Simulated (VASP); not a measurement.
Mg4H: single point with PBEsol

Mg4H, a slab with vacuum:

```xyz
5
Lattice="3.1882 0.0000 0.0000 0.0000 5.1085 0.0000 0.0000 0.0000 19.1358" Properties=species:S:1:pos:R:3 pbc="T T T"
Mg    0.0000    3.8313    4.0000
Mg    1.5941    1.2771    4.9204
Mg    1.5941    3.8313    6.8432
Mg    0.0000    1.2771    7.6358
H     0.0000    1.2771    9.3687
```

```json
{
 "Program": "VASP 6.6.1",
 "Task": "single point",
 "Functional": "PBEsol",
 "Potentials or basis": "VASP PAW PBE potentials, release 64 (Mg, H)",
 "Cutoff": "520 eV",
 "k mesh": "8 × 5 × 1",
 "Occupations": "gaussian, width 0.1 eV",
 "Spin": "no spin polarisation"
}
```

```yaml
Largest_force: 0.291 eV/Å
Band_gap_on_the_k_mesh: zero (an odd number of electrons rules out a gap without spin polarisation)
```

Forces in eV/Å, atoms in the order of the input:
```
Mg   0.000  0.000  0.291
Mg   0.000  0.000 -0.015
Mg   0.000  0.000 -0.197
Mg   0.000  0.000 -0.098
H    0.000  0.000  0.019
```

Levels at points of the mesh, in eV from the Fermi level:
```tsv
k point	band 1	band 2	band 3	band 4	band 5	band 6	band 7	band 8	band 9
(0.00, 0.00, 0.00)	-6.11	-4.07	-2.03	-0.80	-0.17	0.27	1.26	2.06	3.04
(0.50, 0.00, 0.00)	-2.52	-2.51	-1.20	-0.45	0.49	2.45	2.63	2.75	2.91
```

Run time: 87 s on 1 thread of Intel(R) Xeon(R) Platinum 8559C (Emerald Rapids), on a shared host, peak memory 0.35 GiB.

Caveat: the PAW data sets were made with another functional, which shifts forces and pressure a little.
